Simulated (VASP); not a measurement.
Wanted: the native input for a VASP 6.6.1 run.

```
Task                   : single point
Functional             : RPBE
Potentials or basis    : VASP PAW PBE potentials, release 64 (Ag, O)
Cutoff                 : 600 eV
k mesh                 : 6 × 6 × 6
Occupations            : gaussian, width 0.05 eV
Spin                   : no spin polarisation
Dipole correction      : no
Further INCAR settings : ALGO = Normal; EDIFF = 1e-06; NBANDS = 37
```

The structure of Ag2O lies in POSCAR:

```
Ag2O
1.0
    4.8964041404      0.0000000000      0.0000000000
    0.0000000000      4.8964041404      0.0000000000
    0.0000000000      0.0000000000      4.8964041404
Ag O
4 2
Direct
    0.7500000000      0.7500000000      0.7500000000
    0.7500000000      0.2500000000      0.2500000000
    0.2500000000      0.2500000000      0.7500000000
    0.2500000000      0.7500000000      0.2500000000
    0.0000000000      0.0000000000      0.0000000000
    0.5000000000      0.5000000000      0.5000000000
```

One way to write it, as run:

INCAR

```
PREC = Accurate
ENCUT = 600
EDIFF = 1E-6
ISMEAR = 0
SIGMA = 0.05
LREAL = False
LASPH = True
NELM = 120
ALGO = Normal
ISIF = 2
LWAVE = False
LCHARG = False
GGA = RP
NBANDS = 37
GGA_COMPAT = False
```

KPOINTS

```
regular mesh
0
Gamma
  6 6 6
```

Potentials or basis: VASP PAW PBE potentials, release 64 (Ag, O).

Command:

```sh
$ cat potpaw_PBE.64/Ag/POTCAR potpaw_PBE.64/O/POTCAR > POTCAR
$ mpirun -np 1 vasp_std > vasp.out
```

It gave:

```json
{
  "Pressure": "0.0 GPa",
  "Band gap on the k mesh": "zero (filled and empty bands touch)"
}
```

Caveat: the PAW data sets were made with another functional, which shifts forces and pressure a little.

Run time: 54 s on 1 thread of AMD EPYC 9R45 96-Core Processor (Zen 5) (shared host), peak memory 0.25 GiB.
